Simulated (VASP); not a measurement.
Runs of VASP 6.6.1 on Si. The structure is that of space group I4_1/amd (No. 141), or close to it. The cells are those of the table. 

```csv
task,cell,cutoff (eV),gap on the mesh (eV),pressure (GPa)
relaxation of cell and atoms,"relaxed to 260 GPa from a = 2.968 Å, angles 97.1, 97.1, 138.9°, 2 atoms",600,none,260.0
relaxation of cell and atoms,"relaxed to 260 GPa from a = 2.856 Å, angles 97.5, 97.5, 137.5°, 2 atoms",600,none,260.0
single point,"a = 2.968 Å, angles 97.1, 97.1, 138.9°, 2 atoms",520,none,(a)
single point,"a = 2.967 Å, angles 97.1, 97.1, 138.9°, 2 atoms",520,none,260.1
```

Alike in all rows: level PBE; potentials or basis VASP PAW PBE potentials, release 64 (Si); no spin polarisation; k mesh 20 × 20 × 20; smearing fermi-dirac 0.05 eV.

Question: Estimate the missing entries.

Answer: (a) 259.6.

Caveats: the cell is relaxed towards a set pressure, so the enthalpy falls and the energy may rise (some runs).

A gap of «none» marks levels without a gap at the run's occupations.
